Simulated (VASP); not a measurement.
# AlRu (Pm-3m) in VASP: a series of runs

Runs on AlRu. Level: r2SCAN+D3(BJ). Tasks: single point.

Program: VASP 6.6.1. These are calculated values, not measurements. Logs are shortened: lines on timing, memory, paths and dates and some standing lists are left out, and cuts for length are marked.

## 1. The cell of the first run

Symmetry: Pm-3m, No. 221, cubic system. The conventional cell has a = 2.992 Å, b = 2.992 Å, c = 2.992 Å, α = 90.00°, β = 90.00°, γ = 90.00°. Within 3.4 Å of Al (site symmetry m-3m) lie 8 Ru at 2.59 Å and 6 Al at 2.99 Å. Ru (site symmetry m-3m) has 8 Al at 2.59 Å and 6 Ru at 2.99 Å within 3.4 Å.

## 2. Single point, r2SCAN+D3(BJ)

POSCAR

```
AlRu
1.0
    2.9916000000      0.0000000000      0.0000000000
    0.0000000000      2.9916000000      0.0000000000
    0.0000000000      0.0000000000      2.9916000000
Al Ru
1 1
Direct
    0.0000000000      0.0000000000      0.0000000000
    0.5000000000      0.5000000000      0.5000000000
```

INCAR.step1

```
SYSTEM = AlRu
PREC = Accurate ; ENCUT = 520
ISMEAR = 1 ; SIGMA = 0.05
LREAL = .False. ; LASPH = .True.
NELM = 100 ; NBANDS = 16
GGA = PE ; ALGO = Normal
EDIFF = 1E-4 ; LWAVE = .True.
LCHARG = .False.
```

INCAR.step2

```
SYSTEM = AlRu
PREC = Accurate ; ENCUT = 520
EDIFF = 1E-6 ; ISMEAR = 1
SIGMA = 0.05 ; LREAL = .False.
LASPH = .True. ; NELM = 100
ALGO = Normal ; ISIF = 2
LWAVE = .False. ; LCHARG = .False.
METAGGA = R2SCAN ; LMIXTAU = .True.
IVDW = 12 ; VDW_S6 = 1.0
VDW_S8 = 0.78981345 ; VDW_A1 = 0.49484001
VDW_A2 = 5.73083694 ; NBANDS = 16
ISTART = 1
```

KPOINTS

```
Automatic mesh
0
Gamma
  9 9 9
  0 0 0
```

Potentials or basis: VASP PAW PBE potentials, release 64 (Al, Ru_pv).

Command:

```bash
$ cat potpaw_PBE.64/Al/POTCAR potpaw_PBE.64/Ru_pv/POTCAR > POTCAR
$ cp INCAR.step1 INCAR
$ mpirun -np 1 vasp_std > vasp.out
$ cp INCAR.step2 INCAR
$ mpirun -np 1 vasp_std > vasp.out
```

OUTCAR:

```text
SYSTEM = AlRu
   PREC = Accurate
   ENCUT = 520
   EDIFF = 1E-6
   ISMEAR = 1
   LREAL = .False.
   LASPH = .True.
   NELM = 100
   ISIF = 2
   METAGGA = R2SCAN
   IVDW = 12
   ISTART = 1
 IVDW          = 12

 ion  position               nearest neighbor table
   1  0.000  0.000  0.000-   2 2.59   2 2.59   2 2.59   2 2.59   2 2.59   2 2.59   2 2.59   2 2.59

   2  0.500  0.500  0.500-   1 2.59   1 2.59   1 2.59   1 2.59   1 2.59   1 2.59   1 2.59   1 2.59

  LATTYP: Found a simple cubic cell.
 ALAT       =     2.9916000000

  Lattice vectors:

 A1 = (   2.9916000000,   0.0000000000,   0.0000000000)
 A2 = (   0.0000000000,   2.9916000000,   0.0000000000)
 A3 = (   0.0000000000,   0.0000000000,   2.9916000000)

Analysis of symmetry for initial positions (statically):
=====================================================================
 Subroutine PRICEL returns:
 Original cell was already a primitive cell.

 Routine SETGRP: Setting up the symmetry group for a
 simple cubic supercell.

 Subroutine GETGRP returns: Found 48 space group operations
 (whereof 48 operations were pure point group operations)
 out of a pool of 48 trial point group operations.

The static configuration has the point symmetry O_h .

Analysis of symmetry for dynamics (positions and initial velocities):
=====================================================================
 Subroutine PRICEL returns:
 Original cell was already a primitive cell.

 Routine SETGRP: Setting up the symmetry group for a
 simple cubic supercell.

 Subroutine GETGRP returns: Found 48 space group operations
 (whereof 48 operations were pure point group operations)
 out of a pool of 48 trial point group operations.

The dynamic configuration has the point symmetry O_h .

 Subroutine INISYM returns: Found 48 space group operations
 (whereof 48 operations are pure point group operations),
 and found     1 'primitive' translations

----------------------------------------------------------------------------------------

                                     Primitive cell

  volume of cell :      26.7738

  direct lattice vectors                    reciprocal lattice vectors
     2.991600000  0.000000000  0.000000000     0.334269287  0.000000000  0.000000000
     0.000000000  2.991600000  0.000000000     0.000000000  0.334269287  0.000000000
     0.000000000  0.000000000  2.991600000     0.000000000  0.000000000  0.334269287

  length of vectors
     2.991600000  2.991600000  2.991600000     0.334269287  0.334269287  0.334269287

  position of ions in fractional coordinates (direct lattice)
     0.000000000  0.000000000  0.000000000
     0.500000000  0.500000000  0.500000000

  ion indices of the primitive-cell ions
   primitive index   ion index
                 1           1
                 2           2

----------------------------------------------------------------------------------------

 KPOINTS: Automatic mesh

Automatic generation of k-mesh.
 Grid dimensions read from file:
 generate k-points for:    9    9    9

 Generating k-lattice:

  Cartesian coordinates                     Fractional coordinates (reciprocal lattice)
     0.037141032  0.000000000  0.000000000     0.111111111  0.000000000  0.000000000
     0.000000000  0.037141032  0.000000000     0.000000000  0.111111111  0.000000000
     0.000000000  0.000000000  0.037141032     0.000000000  0.000000000  0.111111111

  Length of vectors
     0.037141032  0.037141032  0.037141032

  Shift w.r.t. Gamma in fractional coordinates (k-lattice)
     0.000000000  0.000000000  0.000000000

 Subroutine IBZKPT returns following result:
 ===========================================

 Found     35 irreducible k-points:

 Following reciprocal coordinates:
            Coordinates               Weight
  0.000000  0.000000  0.000000      1.000000
  0.111111  0.000000  0.000000      6.000000
  0.222222  0.000000  0.000000      6.000000
  0.333333  0.000000  0.000000      6.000000
  0.444444  0.000000  0.000000      6.000000
  0.111111  0.111111  0.000000     12.000000
[... 16 lines left out ...]
  0.333333  0.333333  0.111111     24.000000
  0.444444  0.333333  0.111111     48.000000
 [... further k-points ...]
   k-points           NKPTS =     35   k-points in BZ     NKDIM =     35   number of bands    NBANDS=     16
   number of dos      NEDOS =    301   number of ions     NIONS =      2
   total plane-waves  NPLWV =  13824
   dimension x,y,z NGX =    24 NGY =   24 NGZ =   24
   dimension x,y,z NGXF=    48 NGYF=   48 NGZF=   48
   ions per type =               1   1
   NGX,Y,Z   is equivalent  to a cutoff of  13.34, 13.34, 13.34 a.u.
   NGXF,Y,Z  is equivalent  to a cutoff of  26.67, 26.67, 26.67 a.u.
 SYSTEM =  AlRu
   PREC   = accura    normal or accurate (medium, high low for compatibility)
   ISTART =      1    job   : 0-new  1-cont  2-samecut
   ICHARG =      0    charge: 1-file 2-atom 10-const
   ISPIN  =      1    spin polarized calculation?
   LNONCOLLINEAR =      F non collinear calculations
   LSORBIT =      F    spin-orbit coupling
   LASPH  =      T    aspherical Exc in radial PAW
   ENCUT  =  520.0 eV  38.22 Ry    6.18 a.u.   5.56  5.56  5.56*2*pi/ulx,y,z
   NELM   =    100;   NELMIN=  2; NELMDL=  0     # of ELM steps
   EDIFF  = 0.1E-05   stopping-criterion for ELM
   LREAL  =      F    real-space projection
   EDIFFG = 0.1E-04   stopping-criterion for IOM
   NSW    =      0    number of steps for IOM
   IBRION =     -1    ionic relax: 0-MD 1-quasi-New 2-CG
   NFREE  =      0    steps in history (QN), initial steepest desc. (CG)
   ISIF   =      2    stress and relaxation
   ISYM   =      2    0-nonsym 1-usesym 2-fastsym
   POTIM  = 0.5000    time-step for ionic-motion
   TEBEG  =    0.0;   TEEND  =   0.0 temperature during run
   PSTRESS=    0.0 pullay stress
   NELECT =      17.0000    total number of electrons
   NUPDOWN=      -1.0000    fix difference up-down
   EMIN   =  10.00;   EMAX   =-10.00  energy-range for DOS
   EFERMI =   0.00;   METHOD = LEGACY
   ISMEAR =     1;   SIGMA  =   0.05  broadening in eV -4-tet -1-fermi 0-gaus
   EFERMI_NEDOS =   21; number of points for ismear=-14 and -15
   IALGO  =     38    algorithm
   IMIX   =      4    mixing-type and parameters
     AMIX     =   0.40;   BMIX     =  1.00
     AMIX_MAG =   1.60;   BMIX_MAG =  1.00
  volume/ion in A,a.u.               =      13.39        90.34
  Fermi-wavevector in a.u.,A,eV,Ry     =   1.407087  2.659009 26.938090  1.979894
  Thomas-Fermi vector in A             =   2.529382
   LORBIT       =      0    0 simple, 1 ext, 2 COOP (PROOUT), +10 PAW based schemes
   METAGGA = R2SCAN    functional components
   LHFCALC =     F    Hartree Fock is set to
   AEXX    =    0.0000 exact exchange contribution
   IVDW    =    12    specifies the selected vdW correction
   LEPSILON=     F    determine dielectric tensor
   LRPA    =     F    only Hartree local field effects (RPA)
 non-spin polarized calculation
 Methfessel and Paxton  Order N= 1 SIGMA  =   0.05
  energy-cutoff  :      520.00
  volume of cell :       26.77
 maximum number of plane-waves:       739
 NGX is ok and might be reduce to    24
   NGX = 11   NGY = 11   NGZ = 11

 number of electron      16.9999995 magnetization

 Free energy of the ion-electron system (eV)
  ---------------------------------------------------
  ext. energy  EPLUGINS =         0.00000000
  ---------------------------------------------------
  free energy    TOTEN  =       -33.59828059 eV

  energy without entropy =      -33.59763309  energy(sigma->0) =      -33.59806475

 E-fermi :  10.4501     XC(G=0): -13.6214

 val. band max:       10.4370460352   @ k =   0.4444   0.4444   0.1111
 cond. band min:      10.4509366612   @ k =   0.4444   0.4444   0.1111
 fundamental gap:      0.0138906260
 Fermi energy:        10.4501436282

 k-point     1 :       0.0000    0.0000    0.0000
  band No.  band energies     occupation
      1     -32.5451      2.00000
      2     -32.5451      2.00000
      3     -32.5451      2.00000
      4       0.3937      2.00000
      5       6.8623      2.00000
      6       6.8623      2.00000
[... 8 lines left out ...]
     15      22.0273      0.00000
     16      27.0357      0.00000

 k-point     2 :       0.1111    0.0000    0.0000
  band No.  band energies     occupation
      1     -32.5725      2.00000
      2     -32.5427      2.00000
      3     -32.5427      2.00000
      4       0.6438      2.00000
      5       6.9369      2.00000
      6       6.9516      2.00000
[... 8 lines left out ...]
     15      22.8963      0.00000
     16      27.7998      0.00000

 k-point     3 :       0.2222    0.0000    0.0000
  band No.  band energies     occupation
      1     -32.6414      2.00000
      2     -32.5368      2.00000
      3     -32.5368      2.00000
      4       1.3663      2.00000
      5       6.9850      2.00000
      6       7.1910      2.00000
[... 8 lines left out ...]
     15      23.9580      0.00000
     16      28.5134      0.00000

 k-point     4 :       0.3333    0.0000    0.0000
  band No.  band energies     occupation
      1     -32.7190      2.00000
      2     -32.5300      2.00000
      3     -32.5300      2.00000
      4       2.4826      2.00000
      5       6.5340      2.00000
      6       7.4905      2.00000
[... 8 lines left out ...]
     15      24.5478      0.00000
     16      26.4192      0.00000
[... 324 lines left out ...]
 k-point    22 :       0.4444    0.2222    0.1111
  band No.  band energies     occupation
      1     -32.7536      2.00000
      2     -32.6152      2.00000
      3     -32.5432      2.00000
      4       4.4205      2.00000
      5       5.9139      2.00000
      6       7.9493      2.00000
[... 8 lines left out ...]
     15      23.0131      0.00000
     16      25.3431      0.00000

 k-point    23 :       0.3333    0.3333    0.1111
  band No.  band energies     occupation
      1     -32.6973      2.00000
      2     -32.6933      2.00000
      3     -32.5407      2.00000
      4       4.0237      2.00000
      5       6.7037      2.00000
      6       7.9283      2.00000
[... 8 lines left out ...]
     15      24.8096      0.00000
     16      25.8164      0.00000

 k-point    24 :       0.4444    0.3333    0.1111
  band No.  band energies     occupation
      1     -32.7437      2.00000
      2     -32.6893      2.00000
      3     -32.5361      2.00000
      4       4.4730      2.00000
      5       6.6030      2.00000
      6       7.8907      2.00000
[... 8 lines left out ...]
     15      24.3181      0.00000
     16      24.9248      0.00000

 [... further k-points ...]

------------------------ aborting loop because EDIFF is reached ----------------------------------------

 Edisp (eV)   -0.48513

 E8    (eV) :    -0.1739

  FORCE on cell =-STRESS in cart. coord.  units (eV):
  Direction    XX          YY          ZZ          XY          YZ          ZX
  --------------------------------------------------------------------------------------
  -------------------------------------------------------------------------------------
  Total      -0.82277    -0.82277    -0.82277     0.00000    -0.00000     0.00000
  in kB     -49.23558   -49.23558   -49.23558     0.00000    -0.00000     0.00000
  external pressure =      -49.24 kB  Pullay stress =        0.00 kB

 VOLUME and BASIS-vectors are now :
 -----------------------------------------------------------------------------
  energy-cutoff  :      520.00
  volume of cell :       26.77
      direct lattice vectors                 reciprocal lattice vectors
     2.991600000  0.000000000  0.000000000     0.334269287  0.000000000  0.000000000
     0.000000000  2.991600000  0.000000000     0.000000000  0.334269287  0.000000000
     0.000000000  0.000000000  2.991600000     0.000000000  0.000000000  0.334269287

 POSITION                                       TOTAL-FORCE (eV/Angst)
 -----------------------------------------------------------------------------------
      0.00000      0.00000      0.00000         0.000000      0.000000      0.000000
      1.49580      1.49580      1.49580         0.000000      0.000000      0.000000
 -----------------------------------------------------------------------------------
    total drift:                                0.000000     -0.000000     -0.000000

  FREE ENERGIE OF THE ION-ELECTRON SYSTEM (eV)
  ---------------------------------------------------
  free  energy   TOTEN  =       -34.0834137200 eV

  energy  without entropy=      -34.0827662189  energy(sigma->0) =      -34.08319789
```

It took 60 s on 1 thread of Intel Xeon 8259CL, shared host; peak memory 0.16 GiB.

Results:

* Free energy: -34.0834 eV
* Pressure: -4.9 GPa
* Dispersion energy per atom: -0.243 eV

Caveat: three body term missing; the PAW data sets were made with another functional, which shifts forces and pressure a little; pairwise dispersion overbinds metals, which lowers pressure and volume.

## 3. Single point, r2SCAN+D3(BJ)

POSCAR is that of step 2.

INCAR.step1

```
PREC = Accurate
ENCUT = 520
ISMEAR = 1
SIGMA = 0.05
LREAL = False
LASPH = True
NELM = 100
NBANDS = 16
GGA = PE
ALGO = Normal
EDIFF = 1E-4
LWAVE = True
LCHARG = False
```

INCAR.step2

```
PREC = Accurate
ENCUT = 520
EDIFF = 1E-6
ISMEAR = 1
SIGMA = 0.05
LREAL = False
LASPH = True
NELM = 100
ALGO = Normal
ISIF = 2
LWAVE = False
LCHARG = True
METAGGA = R2SCAN
LMIXTAU = True
IVDW = 12
VDW_S6 = 1.0
VDW_S8 = 0.78981345
VDW_A1 = 0.49484001
VDW_A2 = 5.73083694
LELF = True
LVHAR = True
NBANDS = 16
ISTART = 1
```

KPOINTS

```
regular mesh
0
Gamma
  9 9 9
```

Potentials or basis: VASP PAW PBE potentials, release 64 (Al, Ru_pv).

Command:

```bash
$ cat potpaw_PBE.64/Al/POTCAR potpaw_PBE.64/Ru_pv/POTCAR > POTCAR
$ cp INCAR.step1 INCAR
$ mpirun -np 1 vasp_std > vasp.out
$ cp INCAR.step2 INCAR
$ mpirun -np 1 vasp_std > vasp.out
```

Wall time 71 s (1 thread of Intel Xeon 8259CL, shared host); peak memory 0.16 GiB.

It converged, with:

| Quantity | Value |
| --- | --- |
| Free energy | -34.0834 eV |
| Pressure | -4.9 GPa |
| Dispersion energy per atom | -0.243 eV |

Levels at points of the mesh, in eV from the Fermi level:
```csv
k point,band 6,band 7,band 8,band 9,band 10,band 11,band 12,band 13
"(0.00, 0.00, 0.00)",-3.59,0.27,0.27,0.27,6.63,6.63,6.63,10.38
```

Caveat: three body term missing; the PAW data sets were made with another functional, which shifts forces and pressure a little; pairwise dispersion overbinds metals, which lowers pressure and volume.
